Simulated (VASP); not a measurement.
Write the native input for VASP 6.6.1 that does the following.

- Task: single point
- Functional: PBEsol
- Potentials or basis: VASP PAW PBE potentials, release 64 (Ti_sv, Si)
- Cutoff: 520 eV
- k mesh: 12 × 12 × 12
- Occupations: gaussian, width 0.1 eV
- Spin: no spin polarisation
- Dipole correction: no
- Further INCAR settings: ALGO = Normal; EDIFF = 1e-06; NBANDS = 28

The structure of Ti3Si lies in POSCAR:

```
Ti3Si
1.0
    0.0000000000     -3.1049489791      3.1049489791
    3.1049489791     -3.1049489791      0.0000000000
    3.1049489791      0.0000000000      3.1049489791
Ti Si
3 1
Direct
    0.0000000000      0.0000000000      0.0000000000
    0.2500000000      0.2500000000      0.2500000000
    0.5000000000      0.5000000000      0.5000000000
    0.7500000000      0.7500000000      0.7500000000
```

The input as run:

INCAR

```
ALGO     = Normal         # electronic algorithm
EDIFF    = 1E-6           # SCF threshold, eV
ENCUT    = 520            # plane-wave cutoff, eV
GGA      = PS             # functional
ISIF     = 2              # what is computed and relaxed
ISMEAR   = 0              # smearing method
LASPH    = T              # aspherical terms in the spheres
LCHARG   = F              # write CHGCAR
LREAL    = F              # projectors in reciprocal space
LWAVE    = F              # write WAVECAR
NBANDS   = 28             # bands
NELM     = 100            # most SCF steps
PREC     = Accurate       # precision mode
SIGMA    = 0.1            # smearing width, eV
```

KPOINTS

```
k-points
0
Gamma
  12 12 12
```

Potentials or basis: VASP PAW PBE potentials, release 64 (Ti_sv, Si).

Run with:

```sh
$ cat potpaw_PBE.64/Ti_sv/POTCAR potpaw_PBE.64/Si/POTCAR > POTCAR
$ mpirun -np 1 vasp_std > vasp.out
```

Results of the run:

The pressure is -0.1 GPa and the band gap on the k mesh is zero (band 20 reaches 9.78 eV, above the bottom of band 21 at 9.37 eV).

Caveat: the PAW data sets were made with another functional, which shifts forces and pressure a little.

Run time: 120 s on 1 thread of Intel(R) Xeon(R) Platinum 8259CL CPU @ 2.50GHz (Skylake/Cascade Lake), on a shared host, peak memory 0.26 GiB.
